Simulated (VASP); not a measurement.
A run of VASP 6.6.1 is set up as follows.

File POSCAR:

```
Ge
1.0
    0.0000000000      2.8375308240      2.8375308240
    2.8375308240      0.0000000000      2.8375308240
    2.8375308240      2.8375308240      0.0000000000
Ge
2
Direct
    0.5000000000      0.5000000000      0.5000000000
    0.7500000000      0.7500000000      0.7500000000
```

The input INCAR.step1:

```
PREC = Accurate
ENCUT = 520
ISMEAR = -1
SIGMA = 0.05
LREAL = F
LASPH = T
NELM = 80
NBANDS = 21
GGA = PE
ALGO = Normal
EDIFF = 1E-4
LWAVE = T
LCHARG = F
```

The input INCAR.step2:

```
PREC = Accurate
ENCUT = 520
EDIFF = 1E-7
ISMEAR = -1
SIGMA = 0.05
LREAL = F
LASPH = T
NELM = 80
ALGO = Normal
ISIF = 2
LWAVE = F
LCHARG = F
METAGGA = R2SCAN
LMIXTAU = T
NBANDS = 21
ISTART = 1
```

File KPOINTS:

```
Automatic mesh
0
Gamma
  12 12 12
```

Potentials or basis: VASP PAW PBE potentials, release 64 (Ge_d).

Launch:

```bash
$ cat potpaw_PBE.64/Ge_d/POTCAR > POTCAR
$ cp INCAR.step1 INCAR
$ mpirun -np 1 vasp_std > vasp.out
$ cp INCAR.step2 INCAR
$ mpirun -np 1 vasp_std > vasp.out
```

(1) Estimate the band gap on the k mesh.

(2) Predict the pressure.

Answers

(1) 0.32 eV, direct.

(2) 0.0 GPa.

Caveat: the PAW data sets were made with another functional, which shifts forces and pressure a little.
